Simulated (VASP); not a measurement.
Set up this calculation in VASP 6.6.1, as the native input.

- Task: single point
- Functional: r2SCAN
- Potentials or basis: VASP PAW PBE potentials, release 64 (Zn)
- Cutoff: 520 eV
- k mesh: 14 × 14 × 7
- Occupations: fermi-dirac, width 0.03 eV
- Spin: no spin polarisation
- Dipole correction: no
- Further INCAR settings: ALGO = Normal; EDIFF = 1e-06; NBANDS = 19

Crystal: Zn.

```
Zn
1.0
     2.61873    0.00000    0.00000
    -1.30936    2.26788    0.00000
     0.00000    0.00000    4.83890
Zn
2
Cartesian
  0.0000 1.5119 1.2097
  1.3094 0.7560 3.6292
```

The input as run:

POSCAR

```
Zn
1.0
    2.6187264646      0.0000000000      0.0000000000
   -1.3093632323      2.2678836439      0.0000000000
    0.0000000000      0.0000000000      4.8388970683
Zn
2
Direct
    0.3333333333      0.6666666667      0.2500000000
    0.6666666667      0.3333333333      0.7500000000
```

INCAR.step1

```
SYSTEM = Zn
  PREC = Accurate
  ENCUT = 520
  ISMEAR = -1
  SIGMA = 0.03
  LREAL = .False.
  LASPH = .True.
  NELM = 80
  NBANDS = 19
  GGA = PE
  ALGO = Normal
  EDIFF = 1E-4
  LWAVE = .True.
  LCHARG = .False.
```

INCAR.step2

```
SYSTEM = Zn
  PREC = Accurate
  ENCUT = 520
  EDIFF = 1E-6
  ISMEAR = -1
  SIGMA = 0.03
  LREAL = .False.
  LASPH = .True.
  NELM = 80
  ALGO = Normal
  ISIF = 2
  LWAVE = .False.
  LCHARG = .True.
  METAGGA = R2SCAN
  LMIXTAU = .True.
  LELF = .True.
  LVHAR = .True.
  NBANDS = 19
  ISTART = 1
```

KPOINTS

```
Automatic mesh
0
Gamma
  14 14 7
  0 0 0
```

Potentials or basis: VASP PAW PBE potentials, release 64 (Zn).

The run is started by

```sh
$ cat potpaw_PBE.64/Zn/POTCAR > POTCAR
$ cp INCAR.step1 INCAR
$ mpirun -np 1 vasp_std > vasp.out
$ cp INCAR.step2 INCAR
$ mpirun -np 1 vasp_std > vasp.out
```

Results of the run:

| Property | Result |
| --- | --- |
| Pressure | 0.5 GPa |
| Band gap on the k mesh | zero (band 12 reaches 4.88 eV, above the bottom of band 13 at 0.38 eV) |

Caveat: the PAW data sets were made with another functional, which shifts forces and pressure a little.

Run time: 2.5 min on 1 thread of Intel(R) Xeon(R) Platinum 8259CL CPU @ 2.50GHz (Skylake/Cascade Lake), with other jobs on the host, peak memory 0.17 GiB.
